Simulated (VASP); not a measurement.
Runs of VASP 6.6.1 on Ba2B5. The structure is that of space group P6/mmm (No. 191), or close to it. The cells are those of the table. 

| task | cell | k mesh | cutoff (eV) | gap on the mesh (eV) | pressure (GPa) | relaxed volume (Å³/atom) | largest force (eV/Å) |
| --- | --- | --- | --- | --- | --- | --- | --- |
| single point | a = 3.594, b = 3.594, c = 11.322 Å, angles 90.0, 90.0, 120.0°, 7 atoms | 12 × 12 × 4 | 520 | none | 0.8 | - | 0.09 |
| relaxation of cell and atoms | relaxed from a = 4.083, b = 4.083, c = 7.914 Å, angles 90.0, 90.0, 120.0°, 7 atoms | 6 × 6 × 2 | 600 | none | 0.0 | (b) | 0.01 |
| single point | a = 4.083, b = 4.083, c = 7.914 Å, angles 90.0, 90.0, 120.0°, 7 atoms | 6 × 6 × 2 | 520 | none | 37.5 | - | 16.52 |
| single point | a = 3.600, b = 3.600, c = 11.279 Å, angles 90.0, 90.0, 120.0°, 7 atoms | 6 × 6 × 2 | 520 | none | (a) | - | 0.09 |
| relaxation of cell and atoms | relaxed from a = 3.600, b = 3.600, c = 11.279 Å, angles 90.0, 90.0, 120.0°, 7 atoms | 12 × 12 × 4 | 600 | none | 0.0 | 18.32 | - |

Alike in all rows: level PBE; potentials or basis VASP PAW PBE potentials, release 64 (Ba_sv, B); no spin polarisation; smearing gaussian 0.1 eV.

Task: Fill in the values left out.

Result: (a) 0.6; (b) 18.29.

Caveats: some runs use coarse meshes; spin-orbit coupling is left out, which moves the levels of the heavy elements; forces of over 1 eV/Å act on the atoms, so gaps and moduli don't describe the material at rest (some runs).

A k mesh can miss the band edges, and the runs leave out spin-orbit coupling on Ba.

A gap of «none» marks levels without a gap at the run's occupations.
